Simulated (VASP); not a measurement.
MgO: single point with PBE

MgO:

```
CELL_PARAMETERS angstrom
3.52118 0.00000 0.00000
-1.76059 3.04943 0.00000
0.00000 0.00000 4.17189
ATOMIC_POSITIONS crystal
Mg 0.66667 0.33333 0.75000
Mg 0.33333 0.66667 0.25000
O 0.66667 0.33333 0.25000
O 0.33333 0.66667 0.75000
```

This cell differs from its parent crystal: volume 11.199 Å^3 an atom, c/a of the conventional cell 1.1848.

```json
{
 "Program": "VASP 6.6.1",
 "Task": "single point",
 "Functional": "PBE",
 "Potentials or basis": "VASP PAW PBE potentials, release 64 (Mg, O)",
 "Cutoff": "520 eV",
 "k mesh": "9 × 9 × 6",
 "Occupations": "gaussian, width 0.05 eV",
 "Spin": "no spin polarisation"
}
```

- Pressure: 1.6 GPa
- Band gap on the k mesh: 3.36 eV, direct

Stress tensor (GPa, compression positive):
```
0.72 0.00 0.00
0.00 0.72 0.00
0.00 0.00 3.44
```

Levels at points of the mesh, in eV from the valence-band top:
```csv
k point,band 4,band 5,band 6,band 7,band 8,band 9,band 10,band 11,band 12,band 13
"(0.00, 0.00, 0.00)",-1.70,-1.70,-0.75,-0.75,0.00,3.36,9.40,12.24,12.36,12.36
"(0.00, 0.00, 0.50)",-2.38,-1.25,-1.25,-1.25,-1.25,6.40,6.40,12.72,12.72,12.72
```

Wall time 37 s on 1 thread of Intel(R) Xeon(R) Platinum 8259CL CPU @ 2.50GHz (Skylake/Cascade Lake) (shared host), peak memory 0.18 GiB.
